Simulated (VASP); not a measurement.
Cl, 3 atoms in the cell. It takes space group P6/mmm (No. 191, hexagonal). The conventional cell has a = 7.339 Å, b = 7.339 Å, c = 2.272 Å, α = 90.00°, β = 90.00°, γ = 120.00°. Cl (site symmetry 6/mmm) has 2 Cl at 2.27 Å within 3.0 Å. Within 3.0 Å of Cl (site symmetry -6m2) lie 2 Cl at 2.27 Å. 

| Property | Result |
| --- | --- |
| Program | VASP 6.6.1 |
| Task | single point |
| Functional | PBE |
| Potentials or basis | VASP PAW PBE potentials, release 64 (Cl) |
| Cutoff | 520 eV |
| k mesh | 8 × 8 × 11 |
| Occupations | fermi-dirac, width 0.05 eV |
| Spin | no spin polarisation |
| Dipole correction | no |
| Further INCAR settings | ALGO = Normal; EDIFF = 1e-06; NBANDS = 18 |

Potentials or basis: VASP PAW PBE potentials, release 64 (Cl).

Command:

```console
$ cat potpaw_PBE.64/Cl/POTCAR > POTCAR
$ mpirun -np 1 vasp_std > vasp.out
```

Hardware: 1 thread of AMD EPYC 9R45 (Zen 5), on a shared host.

**Question.** Estimate the wall time of this run.

**Answer.** It took 57 s on 1 thread of AMD EPYC 9R45 (Zen 5) (shared host), peak memory 0.22 GiB. Counts: scf iterations 17, k points 60.
